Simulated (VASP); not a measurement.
Crystal: Au.

```
Au
1.0
     0.00000    2.03624    2.03624
     2.03624    0.00000    2.03624
     2.03624    2.03624    0.00000
Au
1
Direct
  0.00000 0.00000 0.00000
```

Base run:

```yaml
Program: VASP 6.6.1
Functional: PBEsol
Potentials_or_basis: VASP PAW PBE potentials, release 64 (Au)
Cutoff: 520 eV
k_mesh: 12 × 12 × 12
Occupations: fermi-dirac, width 0.06 eV
Spin: no spin polarisation
```

Its results: pressure 1.1 GPa.

Problem. The run is repeated on the same cell with these changes: functional from PBEsol to PBE. What comes out?

Solution. Pressure 10.1 GPa.

PBE binds less tightly than PBEsol, so the same cell stands under more pressure.

Caveats: the PAW data sets were made with another functional, which shifts forces and pressure a little (some runs).
